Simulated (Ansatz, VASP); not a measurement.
# Two plane-wave programs on C

```
C
1.0
     1.89194   -3.20649    0.00000
     1.89194    3.20649    0.00000
     0.00000    0.00000    3.78892
C
4
Direct
  0.15250 0.84750 0.07850
  0.65250 0.34750 0.42150
  0.84750 0.15250 0.92150
  0.34750 0.65250 0.57850
```

Alike in both runs: task relaxation of cell and atoms; functional r2SCAN; k mesh 6 × 6 × 4; occupations gaussian, width 0.1 eV; no spin polarisation.

|  | VASP | Ansatz |
| --- | --- | --- |
| version | VASP 6.6.1 | Ansatz 0.2.0 |
| potentials or method | VASP PAW PBE potentials, release 64 (C), cutoff 600 eV | scalar-relativistic, plane waves, PAW |
| valence electrons in the cell | 16 | 16 |

```csv
,VASP,Ansatz,Ansatz less VASP
"gap on the k mesh at the Fermi level, each at its own relaxed structure (eV)",0.08,0.21,+0.134
relaxed volume (Å³/atom),7.68,8.95,+1.269
relaxed cell length with the largest relative difference (Å),2.452,3.639,+1.1871
```

VASP's potentials were made for PBE, not for r2SCAN. One of these differences is far larger than is usual between the two programs; its cause wasn't traced.

Noted on VASP's run: the volume moved by over 15 % at a fixed basis, so the end points are rough.
